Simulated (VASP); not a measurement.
ZrO2, 3 atoms in the cell. Symmetry: Fm-3m, No. 225, cubic system. The conventional cell has a = 5.116 Å, b = 5.116 Å, c = 5.116 Å, α = 90.00°, β = 90.00°, γ = 90.00°. Within 2.9 Å of Zr (site symmetry m-3m) lie 8 O at 2.22 Å. Within 2.9 Å of O (site symmetry -43m) lie 4 Zr at 2.22 Å and 6 O at 2.56 Å. 

```yaml
Program: VASP 6.6.1
Task: single point
Functional: PBE
Potentials_or_basis: VASP PAW PBE potentials, release 64 (Zr_sv, O)
Cutoff: 520 eV
k_mesh: 8 × 8 × 8
Occupations: gaussian, width 0.02 eV
Spin: no spin polarisation
Dipole_correction: no
k_mesh_for_the_DOS: 12 × 12 × 12
Occupations_for_the_DOS: tetrahedron
Further_INCAR_settings: ALGO = Normal; EDIFF = 1e-06
```

Potentials or basis: VASP PAW PBE potentials, release 64 (Zr_sv, O).

Command:

```sh
$ cat potpaw_PBE.64/Zr_sv/POTCAR potpaw_PBE.64/O/POTCAR > POTCAR
$ cp INCAR.step1 INCAR
$ cp KPOINTS.step1 KPOINTS
$ mpirun -np 1 vasp_std > vasp.out
$ cp INCAR.step2 INCAR
$ cp KPOINTS.step2 KPOINTS
$ mpirun -np 1 vasp_std > vasp.out
```

Hardware: 1 thread of Intel Xeon 8259CL, on a shared host.

Problem. How long does it take, and how much memory?

Solution. Run time: 60 s on 1 thread of Intel Xeon 8259CL, on a shared host, peak memory 0.17 GiB. Counts: k points 72.
